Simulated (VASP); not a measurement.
# Li7NbO6: single point with PBEsol

Li7NbO6:

```xyz
14
Lattice="2.7013 1.5596 4.7565 -2.7013 1.5596 4.7565 0.0000 -3.1192 4.7565" Properties=species:S:1:pos:R:3 pbc="T T T"
Li   -0.6321    1.5119    6.3976
Li   -1.8842    0.2866    7.8584
Li    1.1903    1.4885    7.8584
Li    0.0000    0.0000    9.3686
Li   -0.9933   -1.3034    6.3976
Li    1.6254   -0.2086    6.3976
Li    0.6939   -1.7751    7.8584
Nb    0.0000    0.0000   -0.0011
O    -0.6728    1.6358    8.3398
O    -1.9535    0.1553    5.9168
O     1.1112    1.6141    5.9168
O    -1.0802   -1.4005    8.3398
O     1.7530   -0.2352    8.3398
O     0.8423   -1.7694    5.9168
```

```yaml
Program: VASP 6.6.1
Task: single point
Functional: PBEsol
Potentials_or_basis: VASP PAW PBE potentials, release 64 (Li_sv, Nb_sv, O)
Cutoff: 520 eV
k_mesh: 6 × 6 × 6
Occupations: gaussian, width 0.02 eV
Spin: no spin polarisation
```

```json
{
  "Largest force": "0.048 eV/Å",
  "Band gap on the k mesh": "3.88 eV (least direct gap 4.14 eV)"
}
```

Forces in eV/Å, atoms in the order of the input:
```
Li  -0.004 -0.011 -0.003
Li  -0.001  0.014  0.002
Li   0.013 -0.007  0.002
Li   0.000  0.000  0.010
Li   0.011  0.002 -0.003
Li  -0.008  0.009 -0.003
Li  -0.012 -0.008  0.002
Nb   0.000  0.000 -0.002
O    0.016  0.020  0.037
O   -0.014  0.024 -0.039
O    0.028  0.000 -0.039
O   -0.025  0.004  0.037
O    0.009 -0.024  0.037
O   -0.014 -0.025 -0.039
```

Levels at points of the mesh, in eV from the valence-band top:
| k point | band 31 | band 32 | band 33 | band 34 | band 35 | band 36 | band 37 | band 38 | band 39 | band 40 |
| --- | --- | --- | --- | --- | --- | --- | --- | --- | --- | --- |
| (0.00, 0.00, 0.00) | -0.49 | -0.49 | -0.28 | -0.28 | 0.00 | 4.14 | 4.29 | 4.29 | 6.23 | 8.34 |
| (0.50, 0.00, 0.00) | -0.64 | -0.54 | -0.46 | -0.40 | -0.31 | 3.88 | 4.20 | 4.44 | 6.96 | 7.17 |
| (0.50, 0.50, 0.00) | -0.82 | -0.59 | -0.50 | -0.35 | -0.31 | 3.95 | 4.09 | 4.56 | 7.12 | 7.51 |
| (0.50, 0.50, 0.50) | -1.09 | -0.49 | -0.49 | -0.30 | -0.30 | 4.40 | 4.42 | 4.42 | 7.65 | 8.11 |

Run time: 8.6 min on 1 thread of Intel Xeon 8259CL, with other jobs on the host, peak memory 0.36 GiB.

Caveat: the PAW data sets were made with another functional, which shifts forces and pressure a little. A k mesh can miss the band edges.
